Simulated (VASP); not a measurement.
Wanted: the native input for a VASP 6.6.1 run.

- Task: single point
- Functional: r2SCAN
- Potentials or basis: VASP PAW PBE potentials, release 64 (Mo_sv)
- Cutoff: 520 eV
- k mesh: 18 × 18 × 18
- Occupations: gaussian, width 0.1 eV
- Spin: no spin polarisation
- Dipole correction: no
- Further INCAR settings: ALGO = Normal; EDIFF = 1e-06; NBANDS = 13

The system is Mo.

```
Mo
1.0
    -1.59119    1.59119    1.59119
     1.59119   -1.59119    1.59119
     1.59119    1.59119   -1.59119
Mo
1
Direct
  0.00000 0.00000 0.00000
```

This cell differs from its parent crystal: functional r2SCAN, strained.

One way to write it, as run:

POSCAR

```
Mo
1.0
   -1.5911873500      1.5911873500      1.5911873500
    1.5911873500     -1.5911873500      1.5911873500
    1.5911873500      1.5911873500     -1.5911873500
Mo
1
Direct
    0.0000000000      0.0000000000      0.0000000000
```

INCAR.step1

```
SYSTEM = Mo
  PREC = Accurate
  ENCUT = 520
  ISMEAR = 0
  SIGMA = 0.1
  LREAL = .FALSE.
  LASPH = .TRUE.
  NELM = 60
  NBANDS = 13
  GGA = PE
  ALGO = Normal
  EDIFF = 1E-4
  LWAVE = .TRUE.
  LCHARG = .FALSE.
```

INCAR.step2

```
SYSTEM = Mo
  PREC = Accurate
  ENCUT = 520
  EDIFF = 1E-6
  ISMEAR = 0
  SIGMA = 0.1
  LREAL = .FALSE.
  LASPH = .TRUE.
  NELM = 60
  ALGO = Normal
  ISIF = 2
  LWAVE = .FALSE.
  LCHARG = .FALSE.
  METAGGA = R2SCAN
  LMIXTAU = .TRUE.
  NBANDS = 13
  ISTART = 1
```

KPOINTS

```
Automatic mesh
0
G
  18 18 18
  0 0 0
```

Potentials or basis: VASP PAW PBE potentials, release 64 (Mo_sv).

Command:

```bash
$ cat potpaw_PBE.64/Mo_sv/POTCAR > POTCAR
$ cp INCAR.step1 INCAR
$ mpirun -np 1 vasp_std > vasp.out
$ cp INCAR.step2 INCAR
$ mpirun -np 1 vasp_std > vasp.out
```

Results of the run:

```yaml
Pressure: -6.7 GPa
Band_gap_on_the_k_mesh: zero (band 7 reaches 16.03 eV, above the bottom of band 8 at 10.70 eV)
```

Caveat: the cell differs from its parent crystal (functional r2SCAN, strained); the PAW data sets were made with another functional, which shifts forces and pressure a little.

It took 3 min on 1 thread of Intel Xeon 8259CL, on a shared host, peak memory 0.16 GiB.
